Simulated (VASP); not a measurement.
NiO:

```
O Ni
1.0
     4.17710    2.08855    2.08855
     2.08855    4.17710    2.08855
     2.08855    2.08855    4.17710
O Ni
2 2
Direct
  0.25000 0.25000 0.25000
  0.75000 0.75000 0.75000
  0.00000 0.00000 0.00000
  0.50000 0.50000 0.50000
```

Base run:

- Program: VASP 6.6.1
- Functional: PBE
- Potentials or basis: VASP PAW PBE potentials, release 64 (O, Ni)
- Cutoff: 520 eV
- k mesh: 8 × 8 × 8
- Occupations: fermi-dirac, width 0.03 eV
- Spin: collinear spin, antiferromagnetic start
- Starting moments: [0.0, 0.0, 0.8, -0.8] μB
- Hubbard terms: Ni d U = 6.6 eV

Its results: pressure 0.4 GPa; net moment 0.00 μB per cell; site moments O +0.00; Ni +1.77, -1.77 μB.

**Question.** The run is repeated on the same cell with these changes: spin from collinear spin, antiferromagnetic start to collinear spin; moments at the start from [0.0, 0.0, 0.8, -0.8] to [0.0, 0.0, 2.0, 0.0]. What comes out?

**Answer.** Pressure -3.8 GPa; net moment 1.88 μB per cell; site moments O +0.04; Ni +1.74, +0.07 μB.

Caveats: the cell stands under tension (at least some runs).
